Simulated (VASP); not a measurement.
Input of a VASP 6.6.1 run:

File INCAR:

```
ALGO = Normal ; EDIFF = 1E-6
ENCUT = 500 ; GGA = PE
GGA_COMPAT = False ; ISIF = 2
ISMEAR = 0 ; LASPH = True
LCHARG = False ; LREAL = False
LWAVE = False ; NBANDS = 17
NELM = 120 ; PREC = Accurate
SIGMA = 0.02
```

KPOINTS

```
k-points
0
Gamma
  8 8 8
```

File POSCAR:

```
TlCl
1.0
    3.9005350309      0.0000000000      0.0000000000
    0.0000000000      3.9005350309      0.0000000000
    0.0000000000      0.0000000000      3.9005350309
Tl Cl
1 1
Direct
    0.0000000000      0.0000000000      0.0000000000
    0.5000000000      0.5000000000      0.5000000000
```

Potentials or basis: VASP PAW PBE potentials, release 64 (Tl_d, Cl).

Launch:

```sh
$ cat potpaw_PBE.64/Tl_d/POTCAR potpaw_PBE.64/Cl/POTCAR > POTCAR
$ mpirun -np 1 vasp_std > vasp.out
```

Q: Predict the band gap on the k mesh.

A: 2.21 eV.

Q: Estimate the pressure.

A: -0.1 GPa.

Caveat: spin-orbit coupling is left out, which moves the levels of the heavy elements. A k mesh can miss the band edges.
